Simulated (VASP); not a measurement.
# Rh16CO: single point with PBE

Rh16CO, a slab with vacuum:

```
Rh C O
1.0
     7.60000    0.00000    0.00000
     0.00000    5.37401    0.00000
     0.00000    0.00000   16.03051
Rh C O
16 1 1
Cartesian
  1.9000 1.3435 1.0000
  5.7000 1.3435 1.0000
  1.9000 4.0305 1.0000
  5.7000 4.0305 1.0000
  -0.0006 -0.0113 2.2408
  3.8010 0.0001 2.2546
  -0.0005 2.6988 2.2400
  3.8008 2.6869 2.2535
  1.8926 1.3443 3.6396
  5.7092 1.3441 3.6416
  1.9006 4.0321 3.6402
  5.7008 4.0318 3.6407
  0.0039 0.0091 5.0071
  3.8004 0.0007 4.9161
  0.0043 2.6793 5.0048
  3.8002 2.6894 4.9093
  0.0370 1.3458 6.4846
  0.0673 1.3452 7.6634
```

- Program: VASP 6.6.1
- Task: single point
- Functional: PBE
- Potentials or basis: VASP PAW PBE potentials, release 64 (Rh_pv, C, O)
- Cutoff: 520 eV
- k mesh: 2 × 2 × 1
- Occupations: fermi-dirac, width 0.1 eV
- Spin: no spin polarisation

```yaml
Largest_force: 0.662 eV/Å
Band_gap_on_the_k_mesh: zero (band 125 reaches 1.11 eV, above the bottom of band 126 at 0.64 eV)
```

Forces on the atoms (eV/Å):
```
Rh   0.079  0.000  0.068
Rh  -0.067  0.000  0.069
Rh  -0.012  0.002 -0.076
Rh   0.012  0.002 -0.083
Rh   0.005  0.003  0.004
Rh  -0.004  0.005  0.002
Rh   0.003 -0.001  0.007
Rh  -0.001  0.003 -0.011
Rh  -0.004 -0.003  0.002
Rh   0.009 -0.001  0.012
Rh   0.002 -0.005 -0.001
Rh  -0.005 -0.004  0.005
Rh  -0.003  0.004 -0.036
Rh   0.002 -0.004 -0.031
Rh  -0.006 -0.003 -0.014
Rh   0.004 -0.001  0.054
C   -0.026  0.002 -0.632
O    0.012  0.001  0.662
```

Levels at points of the mesh, in eV from the Fermi level:
```tsv
k point	band 122	band 123	band 124	band 125	band 126	band 127	band 128	band 129
(0.00, 0.00, 0.00)	0.09	0.16	0.26	0.26	0.29	0.31	0.50	0.60
(0.50, 0.00, 0.00)	-0.16	-0.12	0.01	0.01	0.03	0.06	0.08	0.58
(0.00, 0.50, 0.00)	-0.44	-0.39	-0.37	-0.29	-0.21	-0.13	-0.11	-0.10
(0.50, 0.50, 0.00)	-0.36	-0.31	-0.31	-0.07	-0.04	-0.03	0.03	0.10
```

Wall time 30 min on 1 thread of AMD EPYC 7R43 64-Core Processor (Zen 3) (shared host), peak memory 0.67 GiB.

Caveat: the k points lie up to 0.58 Å⁻¹ apart.
